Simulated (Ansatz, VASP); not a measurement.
Co in VASP and in Ansatz

File INCAR:

```
SYSTEM = Co
PREC     = Accurate       ! precision mode
ENCUT    = 520            ! plane-wave cutoff, eV
EDIFF    = 1E-6           ! SCF threshold, eV
ISMEAR   = -1             ! smearing method
SIGMA    = 0.05           ! smearing width, eV
LREAL    = .FALSE.        ! projectors in reciprocal space
LASPH    = .TRUE.         ! aspherical terms in the spheres
NELM     = 150            ! most SCF steps
ALGO     = Normal         ! electronic algorithm
ISIF     = 2              ! what is computed and relaxed
LWAVE    = .FALSE.        ! write WAVECAR
LCHARG   = .FALSE.        ! write CHGCAR
ISPIN    = 2              ! spin polarisation
MAGMOM   = 1.558 1.558    ! initial moments
LORBIT   = 11             ! projections on sites
LMAXMIX  = 4              ! l up to which the mixer works
NBANDS   = 20             ! bands
```

Contents of KPOINTS:

```
regular mesh
0
G
  15 15 8
  0 0 0
```

Contents of POSCAR:

```
Co
1.0
    2.4273810165      0.0000000000      0.0000000000
   -1.2136905082      2.1021736250      0.0000000000
    0.0000000000      0.0000000000      3.9230481332
Co
2
Direct
    0.3333333333      0.6666666667      0.2500000000
    0.6666666667      0.3333333333      0.7500000000
```

Input for Ansatz:

```yaml
crystal:
  lattice:
    - [2.4273810165, 0.0, 0.0]
    - [-1.2136905082, 2.102173625, 0.0]
    - [0.0, 0.0, 3.9230481332]
  atoms:
    - { symbol: Co, position: [0.3333333333, 0.6666666667, 0.25], spin: 1.558 }
    - { symbol: Co, position: [0.6666666667, 0.3333333333, 0.75], spin: 1.558 }
hamiltonian:
  xc: lda
  pseudopotentials:
    kind: paw
    azcp:
      Co: "pseudopotentials/Co.paw.azcp"
basis:
  ecutwfc: 500
  fft_grid_basis: typed
kpoints:
  mp_grid: { grid: [15, 15, 8], shift: [0, 0, 0] }
magnetization:
  spin_polarized: true
scf:
  occupations: { method: fermi_dirac, width: 0.05 }
  lower_state_search: "off"
output:
  stress: true
```

Alike in both runs: task single point; functional LDA; k mesh 15 × 15 × 8; occupations fermi-dirac, width 0.05 eV; collinear spin.

|  | VASP | Ansatz |
| --- | --- | --- |
| version | VASP 6.6.1 | Ansatz 0.2.0 |
| potentials or method | VASP PAW LDA potentials, release 64 (Co), cutoff 520 eV | plane waves (500 eV) with PAW, scalar-relativistic |
| valence electrons in the cell | 18 | 34 |

Ansatz gave:

```
pressure (GPa)                                                : 0.2
traceless stress, the component that is largest in VASP (GPa) : -0.62
net moment per atom (μB)                                      : 1.52
size of the moment on the site where the two differ most (μB) : 1.56
```

Estimate VASP's values.

pressure (GPa): -1.1; traceless stress, the component that is largest in VASP (GPa): -0.65; net moment per atom (μB): 1.49; size of the moment on the site where the two differ most (μB): 1.48.

Ansatz warns that its potentials were made for another functional, while VASP's fit it. LDA's correlation is that of Perdew and Zunger in VASP and of Perdew and Wang (1992) in Ansatz. Site moments also hang on the region over which each program counts them. VASP's potentials hold 18 valence electrons a cell and Ansatz's 34, so a difference there can come from the potentials and not from the codes.
